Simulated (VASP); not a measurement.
# Si16O31 (a cell with a defect) in VASP: single point with PBEsol

Aim: the single point of Si16O31 (a cell with a defect) with PBEsol.

Program: VASP 6.6.1. These are calculated values, not measurements. Logs are shortened: lines on timing, memory, paths and dates and some standing lists are left out, and cuts for length are marked.

**1. The cell of the first run**

The cell holds a defect, 47 atoms: a = 9.862 Å, b = 8.180 Å, c = 10.010 Å, α = 90.00°, β = 118.37°, γ = 90.00°.

**2. Single point, PBEsol, collinear spin**

Contents of INCAR:

```
PREC = Accurate
ENCUT = 520
EDIFF = 1E-6
ISMEAR = 0
SIGMA = 0.05
LREAL = Auto
LASPH = True
NELM = 200
ALGO = Normal
ISIF = 2
LWAVE = False
LCHARG = True
ISPIN = 2
MAGMOM = 0 0 0 0 0 0 0 0 0 0 0 0 0 0 0 0 0 0 0 0 1 0 0 0 0 0 0 0 0 0 0 0 0 0 0 0 0 0 0 0 0 0 0 0 0 0 0
LORBIT = 11
GGA = PS
LELF = True
LVHAR = True
NBANDS = 158
NELECT = 251.0
GGA_COMPAT = False
```

Contents of KPOINTS:

```
Automatic mesh
0
Gamma
  1 2 1
```

Contents of POSCAR:

```
Si16O31
1.0
    9.8615670000      0.0000000000      0.0000000000
    0.0000000000      8.1797140000      0.0000000000
   -4.7560990000      0.0000000000      8.8080630000
Si O
16 31
Direct
    0.3133905689      0.9358760971      0.1719208373
    0.3292015874      0.5607011185      0.1660889377
    0.1796664423      0.3904187429      0.3382003937
    0.1631178008      0.1061978115      0.3440258553
    0.3200640487      0.9411386084      0.6622522415
    0.3474665493      0.5611448970      0.6566652803
    0.1815905482      0.4428547455      0.8309566084
    0.1580396116      0.0616495308      0.8362636231
    0.8384006434      0.9500922331      0.1808399725
    0.8537386322      0.5624957786      0.1678015782
    0.6619752763      0.4408252808      0.3202339864
    0.6450384318      0.0562217603      0.3320043924
    0.8196416052      0.9397866470      0.6639007108
    0.8441849568      0.5573029859      0.6531955488
    0.6837909993      0.4447367446      0.8339122798
    0.6616689559      0.0590313781      0.8453623376
    0.2920162148      1.0303215827      0.3031325248
    0.2713334529      0.7443600727      0.1737668030
    0.0123082454      0.4737285166      0.2876845580
    0.3087395664      0.4656331490      0.5002258597
    0.2311943994      0.4310089156      0.2088650215
    0.4927690558     -0.0436953271      0.2117770488
    0.1960246031      0.0117177620      0.0073145196
    0.2509274948      0.9379436966      0.7808256707
    0.3544843286      0.7558997816      0.6283866276
    0.0032541210      0.4802882375      0.7863871863
    0.2991230390      0.5197547529      0.9955740184
    0.2118998304      0.5275342151      0.7010648761
    0.2132016452      0.2478769245      0.8340030709
    0.4781827113      0.0462251589      0.7317521935
    0.1940990375      0.0303773991      0.5071556571
    0.7903960915      0.9987545806      0.3097668615
    0.8781298514      0.7572886395      0.1962859383
    0.5112955520      0.5492524359      0.2878645788
    0.8015213175      0.4743774422      0.4902205432
    0.7158571584      0.4927149296      0.1963055158
    0.6118261095      0.2498899045      0.2981277488
    0.9916822711      0.0528984115      0.2119032580
    0.6994104908     -0.0029243099      0.0140310483
    0.7575114626      0.9426742034      0.7880126626
    0.8602475207      0.7534093095      0.6401501524
    0.5086864977      0.4939216669      0.7946489781
    0.8098749836      0.5260034419      0.9926953695
    0.7082052226      0.5164223494      0.6956090993
    0.7105076379      0.2485396591      0.8480908230
    0.9740581507      0.0508260022      0.7232602311
    0.6856448683      0.0166042759      0.5062085517
```

Potentials or basis: VASP PAW PBE potentials, release 64 (Si, O).

On the command line:

```bash
> cat potpaw_PBE.64/Si/POTCAR potpaw_PBE.64/O/POTCAR > POTCAR
> mpirun -np 1 vasp_std > vasp.out
```

OUTCAR:

```text
PREC = Accurate
   ENCUT = 520
   EDIFF = 1E-6
   ISMEAR = 0
   LREAL = Auto
   LASPH = True
   NELM = 200
   ISIF = 2
   ISPIN = 2
   LORBIT = 11
   GGA = PS
   NELECT = 251.0

 ion  position               nearest neighbor table
   1  0.313  0.936  0.172-  23 1.62  17 1.62  18 1.62  22 1.63  12 3.04   2 3.07   4 3.09   8 3.13

   2  0.329  0.561  0.166-  18 1.62  27 1.62  21 1.62  34 1.62  11 3.05   1 3.07   3 3.08   7 3.11

   3  0.180  0.390  0.338-  19 1.63  20 1.63  21 1.63   4 2.33   2 3.08   6 3.14
   4  0.163  0.106  0.344-  17 1.63  31 1.63  38 1.63   3 2.33   1 3.09   9 3.10   5 3.11
   5  0.320  0.941  0.662-  30 1.62  25 1.62  24 1.63  31 1.63   8 3.03   4 3.11   6 3.12  16 3.13

   6  0.347  0.561  0.657-  28 1.62  20 1.62  25 1.63  42 1.63   7 3.06  15 3.08   5 3.12   3 3.14

   7  0.182  0.443  0.831-  28 1.62  29 1.62  27 1.62  26 1.62   6 3.06  14 3.08   2 3.11   8 3.13

   8  0.158  0.062  0.836-  29 1.62  46 1.62  23 1.62  24 1.63   5 3.03  13 3.10   7 3.13   1 3.13

   9  0.838  0.950  0.181-  33 1.61  32 1.62  39 1.62  38 1.63  12 3.07  16 3.09   4 3.10
  10  0.854  0.562  0.168-  33 1.62  36 1.62  43 1.62  19 1.62  15 3.10  11 3.10
  11  0.662  0.441  0.320-  36 1.62  37 1.62  35 1.62  34 1.63   2 3.05  14 3.09  10 3.10
  12  0.645  0.056  0.332-  37 1.62  32 1.62  47 1.63  22 1.63   1 3.04   9 3.07  13 3.08
  13  0.820  0.940  0.664-  41 1.62  46 1.62  40 1.63  47 1.63  16 3.06  12 3.08   8 3.10  14 3.14

  14  0.844  0.557  0.653-  44 1.62  41 1.62  35 1.63  26 1.63  15 3.06   7 3.08  11 3.09  13 3.14
[... 32 lines left out ...]
  46  0.974  0.051  0.723-   8 1.62  13 1.62
  47  0.686  0.017  0.506-  12 1.63  13 1.63

  LATTYP: Found a simple monoclinic cell.
 ALAT       =     9.8615670000
 B/A-ratio  =     0.8294537775
 C/A-ratio  =     1.0150635753
 COS(beta)  =    -0.4751291901

  Lattice vectors:

 A1 = (   9.8615670000,   0.0000000000,   0.0000000000)
 A2 = (   0.0000000000,   8.1797140000,   0.0000000000)
 A3 = (  -4.7560990000,   0.0000000000,   8.8080630000)

Analysis of symmetry for initial positions (statically):
=====================================================================
 Subroutine PRICEL returns:
 Original cell was already a primitive cell.

 Routine SETGRP: Setting up the symmetry group for a
 simple monoclinic supercell.

 Subroutine GETGRP returns: Found  1 space group operations
 (whereof  1 operations were pure point group operations)
 out of a pool of  4 trial point group operations.

The static configuration has the point symmetry C_1 .

Analysis of symmetry for dynamics (positions and initial velocities):
=====================================================================
 Subroutine PRICEL returns:
 Original cell was already a primitive cell.

 Routine SETGRP: Setting up the symmetry group for a
 simple monoclinic supercell.

 Subroutine GETGRP returns: Found  1 space group operations
 (whereof  1 operations were pure point group operations)
 out of a pool of  4 trial point group operations.

The dynamic configuration has the point symmetry C_1 .

Analysis of structural, dynamic, and magnetic symmetry:
=====================================================================
 Subroutine PRICEL returns:
 Original cell was already a primitive cell.

 Routine SETGRP: Setting up the symmetry group for a
 simple monoclinic supercell.

 Subroutine GETGRP returns: Found  1 space group operations
 (whereof  1 operations were pure point group operations)
 out of a pool of  4 trial point group operations.

The overall configuration has the point symmetry C_1 .

 Subroutine INISYM returns: Found  1 space group operations
 (whereof  1 operations are pure point group operations),
 and found     1 'primitive' translations

----------------------------------------------------------------------------------------

                                     Primitive cell

  volume of cell :     710.5006

[... 138 lines left out ...]
   number of dos      NEDOS =    301   number of ions     NIONS =     47
   total plane-waves  NPLWV = 409600
   dimension x,y,z NGX =    80 NGY =   64 NGZ =   80
   dimension x,y,z NGXF=   160 NGYF=  128 NGZF=  160
   ions per type =              16  31
   NGX,Y,Z   is equivalent  to a cutoff of  13.49, 13.01, 13.29 a.u.
   NGXF,Y,Z  is equivalent  to a cutoff of  26.97, 26.01, 26.57 a.u.
 SYSTEM =  unknown system
   PREC   = accura    normal or accurate (medium, high low for compatibility)
   ISTART =      0    job   : 0-new  1-cont  2-samecut
   ICHARG =      2    charge: 1-file 2-atom 10-const
   ISPIN  =      2    spin polarized calculation?
   LNONCOLLINEAR =      F non collinear calculations
   LSORBIT =      F    spin-orbit coupling
   LASPH  =      T    aspherical Exc in radial PAW
   ENCUT  =  520.0 eV  38.22 Ry    6.18 a.u.  18.34 15.21 18.61*2*pi/ulx,y,z
   NELM   =    200;   NELMIN=  2; NELMDL= -5     # of ELM steps
   EDIFF  = 0.1E-05   stopping-criterion for ELM
   LREAL  =      T    real-space projection
   EDIFFG = 0.1E-04   stopping-criterion for IOM
   NSW    =      0    number of steps for IOM
   IBRION =     -1    ionic relax: 0-MD 1-quasi-New 2-CG
   NFREE  =      0    steps in history (QN), initial steepest desc. (CG)
   ISIF   =      2    stress and relaxation
   ISYM   =      2    0-nonsym 1-usesym 2-fastsym
   POTIM  = 0.5000    time-step for ionic-motion
   TEBEG  =    0.0;   TEEND  =   0.0 temperature during run
   PSTRESS=    0.0 pullay stress
   NELECT =     251.0000    total number of electrons
   NUPDOWN=      -1.0000    fix difference up-down
   EMIN   =  10.00;   EMAX   =-10.00  energy-range for DOS
   EFERMI =   0.00;   METHOD = LEGACY
   ISMEAR =     0;   SIGMA  =   0.05  broadening in eV -4-tet -1-fermi 0-gaus
   EFERMI_NEDOS =   21; number of points for ismear=-14 and -15
   IALGO  =     38    algorithm
   IMIX   =      4    mixing-type and parameters
     AMIX     =   0.40;   BMIX     =  1.00
     AMIX_MAG =   1.60;   BMIX_MAG =  1.00
  volume/ion in A,a.u.               =      15.12       102.01
  Fermi-wavevector in a.u.,A,eV,Ry     =   1.157296  2.186973 18.222757  1.339335
  Thomas-Fermi vector in A             =   2.293909
   LORBIT       =     11    0 simple, 1 ext, 2 COOP (PROOUT), +10 PAW based schemes
   GGA     = PS    functional components
   LHFCALC =     F    Hartree Fock is set to
   AEXX    =    0.0000 exact exchange contribution
   IVDW    =     0    specifies the selected vdW correction
   LEPSILON=     F    determine dielectric tensor
   LRPA    =     F    only Hartree local field effects (RPA)
 spin polarized calculation
 Gauss-broadening in eV      SIGMA  =   0.05
  energy-cutoff  :      520.00
  volume of cell :      710.50
 maximum number of plane-waves:     19174
 NGX is ok and might be reduce to    80
   NGX = 37   NGY = 31   NGZ = 37

 number of electron     250.9999990 magnetization       0.0008605

 number of electron     250.9999990 magnetization      -0.0001236

 Free energy of the ion-electron system (eV)
  ---------------------------------------------------
  ext. energy  EPLUGINS =         0.00000000
  ---------------------------------------------------
  free energy    TOTEN  =      -379.17363887 eV

  energy without entropy =     -379.17363887  energy(sigma->0) =     -379.17363887

 E-fermi :   5.5523     XC(G=0):  -8.4383

 val. band max:        5.3149924625   @ k =   0.0000   0.0000   0.0000
 cond. band min:       5.9727500262   @ k =   0.0000   0.5000   0.0000
 fundamental gap:      0.6577575637
 Fermi energy:         5.5522931212

 spin component 1

 k-point     1 :       0.0000    0.0000    0.0000
  band No.  band energies     occupation
      1     -19.5185      1.00000
      2     -19.1266      1.00000
      3     -19.1057      1.00000
      4     -19.0999      1.00000
      5     -18.9764      1.00000
      6     -18.6520      1.00000
[... 269 lines left out ...]
    136       8.3006      0.00000
    137       8.3381      0.00000
 Fermi energy:         5.5522931212

 spin component 2

 k-point     1 :       0.0000    0.0000    0.0000
  band No.  band energies     occupation
      1     -19.5185      1.00000
      2     -19.1266      1.00000
      3     -19.1057      1.00000
      4     -19.0999      1.00000
      5     -18.9764      1.00000
      6     -18.6520      1.00000
[... 269 lines left out ...]
    136       8.3006      0.00000
    137       8.3381      0.00000
 [bands above 137 left out]

------------------------ aborting loop because EDIFF is reached ----------------------------------------

  FORCE on cell =-STRESS in cart. coord.  units (eV):
  Direction    XX          YY          ZZ          XY          YZ          ZX
  --------------------------------------------------------------------------------------
  -------------------------------------------------------------------------------------
  Total       13.7884685      8.1320717      7.5768344      0.3394548      1.0239746     -2.9010811
  in kB       31.0929661     18.3378037     17.0857450      0.7654698      2.3090605     -6.5419314
  external PRESSURE =      22.1721716 kB  Pullay stress =       0.0000000 kB

 VOLUME and BASIS-vectors are now :
 -----------------------------------------------------------------------------
  energy-cutoff  :      520.00
  volume of cell :      710.50
      direct lattice vectors                 reciprocal lattice vectors
     9.861567000  0.000000000  0.000000000     0.101403763  0.000000000  0.054755096
     0.000000000  8.179714000  0.000000000     0.000000000  0.122253663  0.000000000
    -4.756099000  0.000000000  8.808063000     0.000000000  0.000000000  0.113532340

 POSITION                                       TOTAL-FORCE (eV/Angst)
 -----------------------------------------------------------------------------------
      2.27285      7.65520      1.51429        -0.010244     -0.005194      0.002042
      2.45651      4.58637      1.46292        -0.006451      0.004751     -0.003311
      0.16328      3.19351      2.97889        -0.012056     -0.085691      0.013484
     -0.02762      0.86867      3.03020         0.005854      0.083804     -0.001343
      0.00660      7.69824      5.83316         0.003132     -0.000832     -0.013402
      0.30340      4.59000      5.78395         0.012921      0.015116     -0.008814
[... 39 lines left out ...]
      6.16584      0.41574      6.37052        -0.001276      0.009729     -0.014990
      4.35395      0.13582      4.45872        -0.020578      0.005153      0.002826
 -----------------------------------------------------------------------------------
    total drift:                                0.001724      0.011034     -0.008987

  FREE ENERGIE OF THE ION-ELECTRON SYSTEM (eV)
  ---------------------------------------------------
  free  energy   TOTEN  =      -379.1736388654 eV

  energy  without entropy=     -379.1736388654  energy(sigma->0) =     -379.17363887

 total charge

# of ion       s       p       d       tot
------------------------------------------
    1        0.651   0.997   0.000   1.647
    2        0.651   0.997   0.000   1.648
    3        0.682   0.965   0.000   1.647
    4        0.685   0.966   0.000   1.651
    5        0.649   0.991   0.000   1.640
    6        0.649   0.991   0.000   1.640
[... 39 lines left out ...]
   46        1.550   3.673   0.000   5.223
   47        1.551   3.667   0.000   5.218
--------------------------------------------------
tot         58.507 129.657   0.000 188.164

 magnetization (x)

# of ion       s       p       d       tot
------------------------------------------
    1       -0.000  -0.000   0.000  -0.000
    2       -0.000  -0.000   0.000  -0.000
    3       -0.000  -0.000   0.000  -0.000
    4       -0.000  -0.000   0.000  -0.000
    5        0.000   0.000   0.000   0.000
    6       -0.000  -0.000   0.000  -0.000
[... 39 lines left out ...]
   46       -0.000  -0.000   0.000  -0.000
   47       -0.000  -0.000   0.000  -0.000
--------------------------------------------------
tot          0.000   0.000   0.000   0.000
```

It took 19 min on 1 thread of Intel Xeon Platinum 8488C (Sapphire Rapids), shared host; peak memory 1.2 GiB.

What came out:

| Quantity | Value |
| --- | --- |
| Free energy | -379.1736 eV |
| Largest force | 0.088 eV/Å |
| Net moment | 0.00 μB per cell |
| Valence electrons inside the program's atomic spheres | Si 1.65, 1.64 (each value once); O 5.22, 5.21, 5.23, 5.24 (each value once) |

Forces on the atoms (eV/Å):
```
Si  -0.010 -0.005  0.002
Si  -0.006  0.005 -0.003
Si  -0.012 -0.086  0.013
Si   0.006  0.084 -0.001
Si   0.003 -0.001 -0.013
Si   0.013  0.015 -0.009
Si   0.013 -0.005 -0.006
Si  -0.012  0.005  0.011
Si   0.020 -0.010  0.014
Si   0.018  0.018  0.014
Si  -0.003 -0.014 -0.008
Si   0.000 -0.002  0.008
Si  -0.003 -0.001 -0.007
Si   0.015  0.007 -0.007
Si   0.000 -0.009 -0.012
Si  -0.023  0.014 -0.005
O    0.003  0.006  0.012
O   -0.021 -0.005 -0.004
O   -0.002 -0.009  0.001
O    0.013  0.002  0.007
O    0.003 -0.009 -0.014
O    0.001 -0.016 -0.014
O   -0.011  0.003  0.002
O   -0.003 -0.027  0.013
O    0.011 -0.010  0.001
O   -0.014 -0.011  0.016
O    0.009  0.002 -0.003
O   -0.004  0.014 -0.007
O    0.011  0.024  0.001
O    0.013  0.009  0.003
O   -0.019  0.009 -0.008
O   -0.011  0.016 -0.011
O    0.001 -0.013  0.001
O   -0.001  0.017  0.019
O    0.013  0.001  0.003
O   -0.002 -0.001 -0.020
O    0.005  0.004  0.005
O    0.001 -0.007  0.002
O   -0.013 -0.001 -0.002
O   -0.002 -0.016  0.013
O    0.014 -0.025  0.005
O   -0.003 -0.009  0.003
O    0.017  0.009 -0.002
O   -0.016 -0.003 -0.005
O    0.009  0.017  0.006
O   -0.001  0.010 -0.015
O   -0.021  0.005  0.003
```

Caveat: the k points lie up to 0.72 Å⁻¹ apart; the cell carries a net charge on a neutralising background, which shifts energy and pressure; the cell is charged against a uniform background, so pressure and absolute levels hang on convention; the PAW data sets were made with another functional, which shifts forces and pressure a little.
